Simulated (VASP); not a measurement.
# NiSb (P6_3/mmc) in VASP: further runs

The runs below take NiSb through single point, with PBE.

All numbers are computed with VASP 6.6.1; they aren't measurements. Logs are shortened: lines on timing, memory, paths and dates and some standing lists are left out, and cuts for length are marked.

### Step 1. The cell of the first run

It takes space group P6_3/mmc (No. 194, hexagonal). The conventional cell has a = 3.946 Å, b = 3.946 Å, c = 5.148 Å, α = 90.00°, β = 90.00°, γ = 120.00°. Ni (site symmetry -3m) has 2 Ni at 2.57 Å and 6 Sb at 2.62 Å within 3.4 Å. Within 3.5 Å of Sb (site symmetry -6m2) lie 6 Ni at 2.62 Å and 6 Sb at 3.44 Å.

### Step 2. Single point, PBE, collinear spin, ferromagnetic start

File INCAR:

```
SYSTEM = NiSb
PREC     = Accurate       ! precision mode
ENCUT    = 520            ! plane-wave cutoff, eV
EDIFF    = 1E-6           ! SCF threshold, eV
ISMEAR   = -1             ! smearing method
SIGMA    = 0.1            ! smearing width, eV
LREAL    = .FALSE.        ! projectors in reciprocal space
LASPH    = .TRUE.         ! aspherical terms in the spheres
NELM     = 150            ! most SCF steps
ALGO     = Normal         ! electronic algorithm
ISIF     = 2              ! what is computed and relaxed
LWAVE    = .FALSE.        ! write WAVECAR
LCHARG   = .TRUE.         ! write CHGCAR
ISPIN    = 2              ! spin polarisation
MAGMOM   = 2 2 0 0        ! initial moments
LORBIT   = 11             ! projections on sites
LMAXMIX  = 4              ! l up to which the mixer works
GGA      = PE             ! functional
LELF     = .TRUE.         ! ELF
LVHAR    = .TRUE.       
NBANDS   = 27             ! bands
```

File KPOINTS:

```
Automatic mesh
0
G
  9 9 6
  0 0 0
```

File POSCAR:

```
NiSb
1.0
    3.9460016300      0.0000000000      0.0000000000
   -1.9730008100      3.4173376500      0.0000000000
    0.0000000000      0.0000000000      5.1480000000
Ni Sb
2 2
Direct
    0.0000000000      0.0000000000      0.0000000000
    0.0000000000      0.0000000000      0.5000000000
    0.3333333300      0.6666666700      0.2500000000
    0.6666666700      0.3333333300      0.7500000000
```

Potentials or basis: VASP PAW PBE potentials, release 64 (Ni, Sb).

Launch:

```bash
$ cat potpaw_PBE.64/Ni/POTCAR potpaw_PBE.64/Sb/POTCAR > POTCAR
$ mpirun -np 1 vasp_std > vasp.out
```

OUTCAR:

```text
SYSTEM = NiSb
   PREC = Accurate
   ENCUT = 520
   EDIFF = 1E-6
   ISMEAR = -1
   LREAL = .FALSE.
   LASPH = .TRUE.
   NELM = 150
   ISIF = 2
   ISPIN = 2
   LORBIT = 11
   GGA = PE

 ion  position               nearest neighbor table
   1  0.000  0.000  0.000-   2 2.57   2 2.57   4 2.62   3 2.62   3 2.62   4 2.62   4 2.62   3 2.62

   2  0.000  0.000  0.500-   1 2.57   1 2.57   4 2.62   3 2.62   3 2.62   4 2.62   4 2.62   3 2.62

   3  0.333  0.667  0.250-   1 2.62   2 2.62   1 2.62   2 2.62   1 2.62   2 2.62   4 3.44   4 3.44
                             4 3.44   4 3.44   4 3.44   4 3.44
   4  0.667  0.333  0.750-   1 2.62   2 2.62   1 2.62   2 2.62   1 2.62   2 2.62   3 3.44   3 3.44
                             3 3.44   3 3.44   3 3.44   3 3.44

  LATTYP: Found a hexagonal cell.
 ALAT       =     3.9460016300
 C/A-ratio  =     1.3046117267

  Lattice vectors:

 A1 = (   3.9460016300,   0.0000000000,   0.0000000000)
 A2 = (  -1.9730008100,   3.4173376500,   0.0000000000)
 A3 = (   0.0000000000,   0.0000000000,   5.1480000000)

Analysis of symmetry for initial positions (statically):
=====================================================================
 Subroutine PRICEL returns:
 Original cell was already a primitive cell.

 Routine SETGRP: Setting up the symmetry group for a
 hexagonal supercell.

 Subroutine GETGRP returns: Found 24 space group operations
 (whereof 12 operations were pure point group operations)
 out of a pool of 24 trial point group operations.

The static configuration has the point symmetry D_3d.
 The point group associated with its full space group is D_6h.

Analysis of symmetry for dynamics (positions and initial velocities):
=====================================================================
 Subroutine PRICEL returns:
 Original cell was already a primitive cell.

 Routine SETGRP: Setting up the symmetry group for a
 hexagonal supercell.

 Subroutine GETGRP returns: Found 24 space group operations
 (whereof 12 operations were pure point group operations)
 out of a pool of 24 trial point group operations.

The dynamic configuration has the point symmetry D_3d.
 The point group associated with its full space group is D_6h.

Analysis of structural, dynamic, and magnetic symmetry:
=====================================================================
 Subroutine PRICEL returns:
 Original cell was already a primitive cell.

 Routine SETGRP: Setting up the symmetry group for a
 hexagonal supercell.

 Subroutine GETGRP returns: Found 24 space group operations
 (whereof 12 operations were pure point group operations)
 out of a pool of 24 trial point group operations.

The overall configuration has the point symmetry D_3d.
 The point group associated with its full space group is D_6h.

 Subroutine INISYM returns: Found 24 space group operations
 (whereof 12 operations are pure point group operations),
 and found     1 'primitive' translations

----------------------------------------------------------------------------------------

                                     Primitive cell

  volume of cell :      69.4199

  direct lattice vectors                    reciprocal lattice vectors
     3.946001630  0.000000000  0.000000000     0.253421081  0.146312729  0.000000000
    -1.973000810  3.417337650  0.000000000     0.000000000  0.292625459  0.000000000
     0.000000000  0.000000000  5.148000000     0.000000000  0.000000000  0.194250194

  length of vectors
     3.946001630  3.946001623  5.148000000     0.292625459  0.292625459  0.194250194

  position of ions in fractional coordinates (direct lattice)
     0.000000000  0.000000000  0.000000000
     0.000000000  0.000000000  0.500000000
     0.333333330  0.666666670  0.250000000
     0.666666670  0.333333330  0.750000000

  ion indices of the primitive-cell ions
   primitive index   ion index
                 1           1
                 2           2
                 3           3
                 4           4

----------------------------------------------------------------------------------------

[... 23 lines left out ...]

 Following reciprocal coordinates:
            Coordinates               Weight
  0.000000  0.000000  0.000000      1.000000
  0.111111 -0.000000  0.000000      6.000000
  0.222222 -0.000000  0.000000      6.000000
  0.333333 -0.000000  0.000000      6.000000
  0.444444 -0.000000  0.000000      6.000000
  0.111111  0.111111  0.000000      6.000000
[... 16 lines left out ...]
  0.333333  0.222222  0.166667     24.000000
  0.333333  0.333333  0.166667      4.000000
 [... further k-points ...]
   k-points           NKPTS =     48   k-points in BZ     NKDIM =     48   number of bands    NBANDS=     27
   number of dos      NEDOS =    301   number of ions     NIONS =      4
   total plane-waves  NPLWV =  36000
   dimension x,y,z NGX =    30 NGY =   30 NGZ =   40
   dimension x,y,z NGXF=    60 NGYF=   60 NGZF=   80
   ions per type =               2   2
   NGX,Y,Z   is equivalent  to a cutoff of  12.64, 12.64, 12.92 a.u.
   NGXF,Y,Z  is equivalent  to a cutoff of  25.28, 25.28, 25.83 a.u.
 SYSTEM =  NiSb
   PREC   = accura    normal or accurate (medium, high low for compatibility)
   ISTART =      0    job   : 0-new  1-cont  2-samecut
   ICHARG =      2    charge: 1-file 2-atom 10-const
   ISPIN  =      2    spin polarized calculation?
   LNONCOLLINEAR =      F non collinear calculations
   LSORBIT =      F    spin-orbit coupling
   LASPH  =      T    aspherical Exc in radial PAW
   ENCUT  =  520.0 eV  38.22 Ry    6.18 a.u.   7.34  7.34  9.57*2*pi/ulx,y,z
   NELM   =    150;   NELMIN=  2; NELMDL= -5     # of ELM steps
   EDIFF  = 0.1E-05   stopping-criterion for ELM
   LREAL  =      F    real-space projection
   EDIFFG = 0.1E-04   stopping-criterion for IOM
   NSW    =      0    number of steps for IOM
   IBRION =     -1    ionic relax: 0-MD 1-quasi-New 2-CG
   NFREE  =      0    steps in history (QN), initial steepest desc. (CG)
   ISIF   =      2    stress and relaxation
   ISYM   =      2    0-nonsym 1-usesym 2-fastsym
   POTIM  = 0.5000    time-step for ionic-motion
   TEBEG  =    0.0;   TEEND  =   0.0 temperature during run
   PSTRESS=    0.0 pullay stress
   NELECT =      30.0000    total number of electrons
   NUPDOWN=      -1.0000    fix difference up-down
   EMIN   =  10.00;   EMAX   =-10.00  energy-range for DOS
   EFERMI =   0.00;   METHOD = LEGACY
   ISMEAR =    -1;   SIGMA  =   0.10  broadening in eV -4-tet -1-fermi 0-gaus
   EFERMI_NEDOS =   21; number of points for ismear=-14 and -15
   IALGO  =     38    algorithm
   IMIX   =      4    mixing-type and parameters
     AMIX     =   0.40;   BMIX     =  1.00
     AMIX_MAG =   1.60;   BMIX_MAG =  1.00
  volume/ion in A,a.u.               =      17.35       117.12
  Fermi-wavevector in a.u.,A,eV,Ry     =   1.237715  2.338942 20.843291  1.531939
  Thomas-Fermi vector in A             =   2.372271
   LORBIT       =     11    0 simple, 1 ext, 2 COOP (PROOUT), +10 PAW based schemes
   GGA     = PE    functional components
   LHFCALC =     F    Hartree Fock is set to
   AEXX    =    0.0000 exact exchange contribution
   IVDW    =     0    specifies the selected vdW correction
   LEPSILON=     F    determine dielectric tensor
   LRPA    =     F    only Hartree local field effects (RPA)
 spin polarized calculation
  energy-cutoff  :      520.00
  volume of cell :       69.42
 maximum number of plane-waves:      1904
 NGX is ok and might be reduce to    30
   NGX = 15   NGY = 15   NGZ = 19

 number of electron      30.0000026 magnetization      -0.0035603

 number of electron      30.0000026 magnetization       0.0003570

 Free energy of the ion-electron system (eV)
  ---------------------------------------------------
  ext. energy  EPLUGINS =         0.00000000
  ---------------------------------------------------
  free energy    TOTEN  =       -20.33900071 eV

  energy without entropy =      -20.27280556  energy(sigma->0) =      -20.30590314

 E-fermi :   9.8579     XC(G=0): -11.4589

 val. band max:        9.8146195220   @ k =   0.4444  -0.0000   0.1667
 cond. band min:       9.8636539477   @ k =   0.2222  -0.0000   0.3333
 fundamental gap:      0.0490344257
 Fermi energy:         9.8579146500

 spin component 1

 k-point     1 :       0.0000    0.0000    0.0000
  band No.  band energies     occupation
      1      -3.0257      1.00000
      2       1.4395      1.00000
      3       3.6765      1.00000
      4       5.9848      1.00000
      5       5.9848      1.00000
      6       6.7371      1.00000
[... 709 lines left out ...]
     26      22.7248      0.00000
     27      22.7248      0.00000

 [... further k-points ...]

 spin component 2

 k-point     1 :       0.0000    0.0000    0.0000
  band No.  band energies     occupation
      1      -3.0257      1.00000
      2       1.4396      1.00000
      3       3.6765      1.00000
      4       5.9849      1.00000
      5       5.9849      1.00000
      6       6.7373      1.00000
[... 709 lines left out ...]
     26      22.7249      0.00000
     27      22.7249      0.00000

 [... further k-points ...]

------------------------ aborting loop because EDIFF is reached ----------------------------------------

  FORCE on cell =-STRESS in cart. coord.  units (eV):
  Direction    XX          YY          ZZ          XY          YZ          ZX
  --------------------------------------------------------------------------------------
  -------------------------------------------------------------------------------------
  Total        0.9831190      0.9831190      0.6320309      0.0000000     -0.0000000      0.0000000
  in kB       22.6899214     22.6899213     14.5869737      0.0000000     -0.0000000      0.0000000
  external PRESSURE =      19.9889388 kB  Pullay stress =       0.0000000 kB

 VOLUME and BASIS-vectors are now :
 -----------------------------------------------------------------------------
  energy-cutoff  :      520.00
  volume of cell :       69.42
      direct lattice vectors                 reciprocal lattice vectors
     3.946001630  0.000000000  0.000000000     0.253421081  0.146312729  0.000000000
    -1.973000810  3.417337650  0.000000000     0.000000000  0.292625459  0.000000000
     0.000000000  0.000000000  5.148000000     0.000000000  0.000000000  0.194250194

 POSITION                                       TOTAL-FORCE (eV/Angst)
 -----------------------------------------------------------------------------------
      0.00000      0.00000      0.00000        -0.000000     -0.000000      0.000000
      0.00000      0.00000      2.57400        -0.000000     -0.000000      0.000000
     -0.00000      2.27823      1.28700         0.000000     -0.000000     -0.000000
      1.97300      1.13911      3.86100        -0.000000      0.000000     -0.000000
 -----------------------------------------------------------------------------------
    total drift:                                0.000000     -0.000000      0.000000

  FREE ENERGIE OF THE ION-ELECTRON SYSTEM (eV)
  ---------------------------------------------------
  free  energy   TOTEN  =       -20.3390007111 eV

  energy  without entropy=      -20.2728055594  energy(sigma->0) =      -20.30590314

 total charge

# of ion       s       p       d       tot
------------------------------------------
    1        0.445   0.473   8.458   9.376
    2        0.445   0.473   8.458   9.376
    3        1.134   1.214   0.073   2.421
    4        1.134   1.214   0.073   2.421
--------------------------------------------------
tot          3.158   3.374  17.063  23.595

 magnetization (x)

# of ion       s       p       d       tot
------------------------------------------
    1        0.000  -0.000   0.000   0.000
    2        0.000  -0.000   0.000   0.000
    3        0.000  -0.000  -0.000  -0.000
    4        0.000  -0.000  -0.000  -0.000
--------------------------------------------------
tot          0.000  -0.000   0.000   0.000
```

It took 1.9 min on 1 thread of Intel Xeon 6975P-C (Granite Rapids), shared host; peak memory 0.3 GiB.

Results:

| Quantity | Value |
| --- | --- |
| Free energy | -20.3390 eV |
| Pressure | 2.0 GPa |
| Band gap on the k mesh | zero (filled and empty bands overlap) |
| Net moment | 0.00 μB per cell |
| Valence electrons inside the program's atomic spheres | Ni 9.38; Sb 2.42 |

Caveat: the moments typed at the start vanished in this run; spin-orbit coupling is left out, which moves the levels of the heavy elements.

### Step 3. Single point, PBE, collinear spin, zero start

File INCAR:

```
PREC = Accurate ; ENCUT = 520
EDIFF = 1E-7 ; ISMEAR = -1
SIGMA = 0.1 ; LREAL = False
LASPH = True ; NELM = 150
ALGO = Normal ; ISIF = 2
LWAVE = False ; LCHARG = True
ISPIN = 2 ; MAGMOM = 0 0 0 0
LORBIT = 11 ; LMAXMIX = 4
GGA = PE ; LELF = True
LVHAR = True ; NBANDS = 27
```

File KPOINTS:

```
regular mesh
0
Gamma
  9 9 6
```

POSCAR is that of step 2.

Potentials or basis: VASP PAW PBE potentials, release 64 (Ni, Sb).

Launch:

```bash
$ cat potpaw_PBE.64/Ni/POTCAR potpaw_PBE.64/Sb/POTCAR > POTCAR
$ mpirun -np 1 vasp_std > vasp.out
```

Wall time 1.9 min (1 thread of Intel Xeon 6975P-C (Granite Rapids), shared host); peak memory 0.3 GiB.

Results (log left out):

| Item | Value |
| --- | --- |
| Free energy | -20.3390 eV |
| Pressure | 2.0 GPa |
| Band gap on the k mesh | zero (filled and empty bands overlap) |
| Net moment | 0.00 μB per cell |
| Valence electrons inside the program's atomic spheres | Ni 9.38; Sb 2.42 |

Stress tensor (GPa, compression positive):
```
2.22 0.00 0.00
0.00 2.22 0.00
0.00 0.00 1.42
```

Levels at points of the mesh, in eV from the Fermi level:
Spin up:
| k point | band 13 | band 14 | band 15 | band 16 | band 17 | band 18 |
| --- | --- | --- | --- | --- | --- | --- |
| (0.00, 0.00, 0.00) | -0.05 | 0.58 | 0.58 | 2.45 | 2.45 | 3.13 |
| (0.00, 0.00, 0.50) | 0.21 | 0.21 | 2.05 | 2.05 | 2.05 | 2.05 |
Spin down:
| k point | band 13 | band 14 | band 15 | band 16 | band 17 | band 18 |
| --- | --- | --- | --- | --- | --- | --- |
| (0.00, 0.00, 0.00) | -0.05 | 0.58 | 0.58 | 2.45 | 2.45 | 3.13 |
| (0.00, 0.00, 0.50) | 0.21 | 0.21 | 2.05 | 2.05 | 2.05 | 2.05 |

Caveat: no moment was typed at the start, so none could form; spin-orbit coupling is left out, which moves the levels of the heavy elements.

### Step 4. Single point, PBE, collinear spin, antiferromagnetic start

File INCAR:

```
SYSTEM = NiSb
ALGO = Normal
EDIFF = 1E-6
ENCUT = 520
GGA = PE
ISIF = 2
ISMEAR = -1
ISPIN = 2
LASPH = .TRUE.
LCHARG = .FALSE.
LMAXMIX = 4
LORBIT = 11
LREAL = .FALSE.
LWAVE = .FALSE.
MAGMOM = 2 -2 0 0
NBANDS = 27
NELM = 150
PREC = Accurate
SIGMA = 0.1
```

File KPOINTS:

```
k-points
0
G
  9 9 6
  0 0 0
```

POSCAR is that of step 3.

Potentials or basis: VASP PAW PBE potentials, release 64 (Ni, Sb).

Launch:

```bash
$ cat potpaw_PBE.64/Ni/POTCAR potpaw_PBE.64/Sb/POTCAR > POTCAR
$ mpirun -np 1 vasp_std > vasp.out
```

OUTCAR:

```text
SYSTEM = NiSb
   EDIFF = 1E-6
   ENCUT = 520
   GGA = PE
   ISIF = 2
   ISMEAR = -1
   ISPIN = 2
   LASPH = .TRUE.
   LORBIT = 11
   LREAL = .FALSE.
   NELM = 150
   PREC = Accurate

 ion  position               nearest neighbor table
   1  0.000  0.000  0.000-   2 2.57   2 2.57   4 2.62   3 2.62   3 2.62   4 2.62   4 2.62   3 2.62

   2  0.000  0.000  0.500-   1 2.57   1 2.57   4 2.62   3 2.62   3 2.62   4 2.62   4 2.62   3 2.62

   3  0.333  0.667  0.250-   1 2.62   2 2.62   1 2.62   2 2.62   1 2.62   2 2.62   4 3.44   4 3.44
                             4 3.44   4 3.44   4 3.44   4 3.44
   4  0.667  0.333  0.750-   1 2.62   2 2.62   1 2.62   2 2.62   1 2.62   2 2.62   3 3.44   3 3.44
                             3 3.44   3 3.44   3 3.44   3 3.44

  LATTYP: Found a hexagonal cell.
 ALAT       =     3.9460016300
 C/A-ratio  =     1.3046117267

  Lattice vectors:

 A1 = (   3.9460016300,   0.0000000000,   0.0000000000)
[... 1655 lines left out ...]
------------------------ aborting loop because EDIFF is reached ----------------------------------------

  FORCE on cell =-STRESS in cart. coord.  units (eV):
  Direction    XX          YY          ZZ          XY          YZ          ZX
  --------------------------------------------------------------------------------------
  -------------------------------------------------------------------------------------
  Total        0.9660502      0.9660502      0.6158600      0.0000000      0.0000000      0.0000000
  in kB       22.2959818     22.2959818     14.2137567      0.0000000      0.0000000      0.0000000
  external PRESSURE =      19.6019068 kB  Pullay stress =       0.0000000 kB

 VOLUME and BASIS-vectors are now :
 -----------------------------------------------------------------------------
  energy-cutoff  :      520.00
  volume of cell :       69.42
      direct lattice vectors                 reciprocal lattice vectors
     3.946001630  0.000000000  0.000000000     0.253421081  0.146312729  0.000000000
    -1.973000810  3.417337650  0.000000000     0.000000000  0.292625459  0.000000000
     0.000000000  0.000000000  5.148000000     0.000000000  0.000000000  0.194250194

 POSITION                                       TOTAL-FORCE (eV/Angst)
 -----------------------------------------------------------------------------------
      0.00000      0.00000      0.00000         0.000000      0.000000     -0.000000
      0.00000      0.00000      2.57400         0.000000      0.000000     -0.000000
     -0.00000      2.27823      1.28700        -0.000000      0.000000      0.000000
      1.97300      1.13911      3.86100         0.000000     -0.000000      0.000000
 -----------------------------------------------------------------------------------
    total drift:                                0.000000     -0.000000      0.000000

  FREE ENERGIE OF THE ION-ELECTRON SYSTEM (eV)
  ---------------------------------------------------
  free  energy   TOTEN  =       -20.3390003950 eV

  energy  without entropy=      -20.2727992532  energy(sigma->0) =      -20.30589982

 total charge

# of ion       s       p       d       tot
------------------------------------------
    1        0.445   0.473   8.458   9.376
    2        0.445   0.473   8.458   9.376
    3        1.134   1.214   0.073   2.421
    4        1.134   1.214   0.073   2.421
--------------------------------------------------
tot          3.158   3.374  17.063  23.595

 magnetization (x)

# of ion       s       p       d       tot
------------------------------------------
    1        0.000   0.000   0.000   0.000
    2       -0.000  -0.000  -0.000  -0.000
    3        0.000   0.000   0.000   0.000
    4        0.000   0.000   0.000   0.000
--------------------------------------------------
tot          0.000   0.000   0.000   0.000
```

Run time: 98 s. Hardware: 1 thread of Intel Xeon 6975P-C (Granite Rapids), shared host; peak memory 0.3 GiB.

What came out:

```yaml
Free_energy: -20.3390 eV
Pressure: 2.0 GPa
Band_gap_on_the_k_mesh: zero (filled and empty bands overlap)
Net_moment: 0.00 μB per cell
Valence_electrons_inside_the_program's_atomic_spheres: Ni 9.38; Sb 2.42
```

Stress tensor (GPa, compression positive):
```
2.23 0.00 0.00
0.00 2.23 0.00
0.00 0.00 1.42
```

Levels at points of the mesh, in eV from the Fermi level:
Spin up:
```csv
k point,band 13,band 14,band 15,band 16,band 17,band 18
"(0.00, 0.00, 0.00)",-0.05,0.58,0.58,2.45,2.45,3.13
"(0.00, 0.00, 0.50)",0.21,0.21,2.05,2.05,2.05,2.05
```
Spin down:
```csv
k point,band 11,band 12,band 13,band 14,band 15,band 16,band 17,band 18,band 19,band 20
"(0.00, 0.00, 0.00)",-1.33,-1.33,-0.05,0.58,0.58,2.45,2.45,3.13,3.97,5.22
"(0.00, 0.00, 0.50)",-2.07,-2.07,0.21,0.21,2.05,2.05,2.05,2.05,5.15,5.15
```

Caveat: the moments typed at the start vanished in this run; spin-orbit coupling is left out, which moves the levels of the heavy elements.

The gap in the log of VASP goes by the Fermi energy; the results here count the filled bands.